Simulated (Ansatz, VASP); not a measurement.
**One calculation of TaC, two programs**

File POSCAR:

```
TaC
1.0
    0.0000000000      2.2230000000      2.2230000000
    2.2230000000      0.0000000000      2.2230000000
    2.2230000000      2.2230000000      0.0000000000
Ta C
1 1
Direct
    0.0000000000      0.0000000000      0.0000000000
    0.5000000000      0.5000000000      0.5000000000
```

INCAR.step1

```
PREC = Accurate ; ENCUT = 660
ISMEAR = -1 ; SIGMA = 0.15
LREAL = F ; LASPH = T
NELM = 120 ; NBANDS = 14
GGA = PE ; ALGO = Normal
EDIFF = 1E-5 ; LWAVE = T
LCHARG = F ; GGA_COMPAT = F
```

Contents of INCAR.step2:

```
PREC = Accurate ; ENCUT = 660
EDIFF = 1E-6 ; ISMEAR = -1
SIGMA = 0.15 ; LREAL = F
LASPH = T ; NELM = 120
ALGO = Normal ; ISIF = 2
LWAVE = F ; LCHARG = F
METAGGA = R2SCAN ; LMIXTAU = T
NBANDS = 14 ; ISTART = 1
GGA_COMPAT = F
```

The input KPOINTS:

```
regular mesh
0
Gamma
  11 11 11
```

Input for Ansatz:

```yaml
crystal:
  lattice:
    - [0.0, 2.223, 2.223]
    - [2.223, 0.0, 2.223]
    - [2.223, 2.223, 0.0]
  atoms:
    - { symbol: Ta, position: [0.0, 0.0, 0.0] }
    - { symbol: C, position: [0.5, 0.5, 0.5] }
basis:
  ecutwfc: 500.0
kpoints:
  mp_grid:
    grid: [11, 11, 11]
hamiltonian:
  xc: r2scan
  pseudopotentials:
    kind: paw
scf:
  occupations:
    method: fermi_dirac
    width: 0.15
output:
  forces: true
  stress: true
```

Alike in both runs: task single point; functional r2SCAN; k mesh 11 × 11 × 11; occupations fermi-dirac, width 0.15 eV; no spin polarisation.

```csv
,VASP,Ansatz
version,VASP 6.6.1,Ansatz 0.2.0
potentials or method,"VASP PAW PBE potentials, release 64 (Ta_pv, C), cutoff 660 eV","plane waves, PAW"
valence electrons in the cell,15,17
```

```csv
,VASP,Ansatz,Ansatz less VASP
pressure (GPa),5.1,3.9,-1.19
```

VASP's potentials were made for PBE, not for r2SCAN. VASP's potentials hold 15 valence electrons a cell and Ansatz's 17, so a difference there can come from the potentials and not from the codes.

Neither program's run includes spin-orbit coupling.
